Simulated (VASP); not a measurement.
A run of VASP 6.6.1:

File INCAR:

```
PREC     = Accurate       # precision mode
ENCUT    = 600            # plane-wave cutoff, eV
EDIFF    = 1E-6           # SCF threshold, eV
ISMEAR   = 0              # smearing method
SIGMA    = 0.15           # smearing width, eV
LREAL    = False          # projectors in reciprocal space
LASPH    = True           # aspherical terms in the spheres
NELM     = 120            # most SCF steps
ALGO     = Normal         # electronic algorithm
ISIF     = 2              # what is computed and relaxed
LWAVE    = False          # write WAVECAR
LCHARG   = True           # write CHGCAR
GGA      = PE             # functional
LELF     = True           # ELF
LVHAR    = True         
NBANDS   = 15             # bands
GGA_COMPAT= False
```

KPOINTS

```
regular mesh
0
Gamma
  24 24 24
```

Contents of POSCAR:

```
TiC
1.0
    0.0000000000      2.1664615256      2.1664615256
    2.1664615256      0.0000000000      2.1664615256
    2.1664615256      2.1664615256      0.0000000000
Ti C
1 1
Direct
    0.0230791082     -0.0230791082     -0.0230791082
    0.5000000000      0.5000000000      0.5000000000
```

Potentials or basis: VASP PAW PBE potentials, release 64 (Ti_sv, C).

The run is started by

```console
$ cat potpaw_PBE.64/Ti_sv/POTCAR potpaw_PBE.64/C/POTCAR > POTCAR
$ mpirun -np 1 vasp_std > vasp.out
```

Hardware: 1 thread of Oxide Virtual Turin-like Processor, on a shared host.

**Question.** Estimate the wall time of this run.

**Answer.** It took 9.9 min on 1 thread of Oxide Virtual Turin-like Processor, on a shared host, peak memory 0.45 GiB. Counts: scf iterations 14, k points 1063.
